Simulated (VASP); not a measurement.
Si2Ni:

```
Ni Si
1.0
     0.00000    2.70300    2.70300
     2.70300    0.00000    2.70300
     2.70300    2.70300    0.00000
Ni Si
1 2
Direct
  0.00000 0.00000 0.00000
  0.75000 0.75000 0.75000
  0.25000 0.25000 0.25000
```

| Property | Result |
| --- | --- |
| Program | VASP 6.6.1 |
| Task | relaxation of cell and atoms |
| Functional | RPBE |
| Potentials or basis | VASP PAW PBE potentials, release 64 (Ni, Si) |
| Cutoff | 600 eV |
| k mesh | 9 × 9 × 9 |
| Occupations | fermi-dirac, width 0.05 eV |
| Spin | collinear spin, ferromagnetic start |
| Starting moments | [1.0, 0.0, 0.0] μB |

At the start: pressure 6.1 GPa; volume 13.17 Å³/atom.

**Question.** How do energy, volume and symmetry change on relaxing?

**Answer.** Over 5 steps the energy falls by 10.4 meV/atom and the volume is 13.72 Å³/atom (+4.2 %); space group Fm-3m (No. 225, to 0.05 Å); moment 0.00 μB per cell.

The path:
```
step  energy change (eV)  largest force (eV/Å)  pressure (GPa)  volume (Å³)
   1              0.0000                0.0000            6.10        39.50
   2             -0.0153                0.0000           -3.99        42.43
   3             -0.0312                0.0000            0.16        41.18
   4             -0.0312                0.0000           -0.17        41.23
   5             -0.0312                0.0000            0.10        41.15
```

Final structure:
```cif
data_structure
_symmetry_space_group_name_H-M 'P 1'
_symmetry_Int_Tables_number 1
_cell_length_a 3.8752
_cell_length_b 3.8752
_cell_length_c 3.8752
_cell_angle_alpha 60.000
_cell_angle_beta 60.000
_cell_angle_gamma 60.000
_cell_volume 41.15
loop_
_atom_site_label
_atom_site_type_symbol
_atom_site_fract_x
_atom_site_fract_y
_atom_site_fract_z
_atom_site_occupancy
Ni1 Ni 0.00000 0.00000 0.00000 1
Si1 Si 0.75000 0.75000 0.75000 1
Si2 Si 0.25000 0.25000 0.25000 1
```

Caveat: the PAW data sets were made with another functional, which shifts forces and pressure a little.
